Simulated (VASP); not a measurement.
Here is a VASP 6.6.1 calculation.

INCAR

```
SYSTEM = Au
ALGO     = Normal         ! electronic algorithm
EDIFF    = 1E-8           ! SCF threshold, eV
ENCUT    = 400            ! plane-wave cutoff, eV
GGA_COMPAT= .False.      
ISIF     = 2              ! what is computed and relaxed
ISMEAR   = -1             ! smearing method
LASPH    = .True.         ! aspherical terms in the spheres
LCHARG   = .False.        ! write CHGCAR
LEFG     = .True.       
LREAL    = .False.        ! projectors in reciprocal space
LWAVE    = .False.        ! write WAVECAR
NBANDS   = 26             ! bands
NELM     = 120            ! most SCF steps
PREC     = Accurate       ! precision mode
SIGMA    = 0.03           ! smearing width, eV
```

File KPOINTS:

```
k-points
0
Gamma
  14 14 8
  0 0 0
```

POSCAR

```
Au
1.0
    2.8902993466      0.0000000000      0.0000000000
   -1.4451496733      2.5030726588      0.0000000000
    0.0000000000      0.0000000000      4.8636788079
Au
2
Direct
    0.3333333333      0.6666666667      0.7500000000
    0.6666666667      0.3333333333      0.2500000000
```

Potentials or basis: VASP PAW LDA potentials, release 64 (Au_sv_GW).

Launch:

```bash
$ cat potpaw_LDA.64/Au_sv_GW/POTCAR > POTCAR
$ mpirun -np 1 vasp_std > vasp.out
```

(1) Predict the band gap on the k mesh.

(2) What does it give for the pressure?

Answers

(1) zero (bands 19 and 20 overlap by 6.39 eV).

(2) -12.8 GPa.

Caveat: the cell stands under tension; without QUAD_EFG the Cq values of the log hold for a quadrupole moment of 1 mb, not for the nuclei; spin-orbit coupling is left out, which moves the levels of the heavy elements.
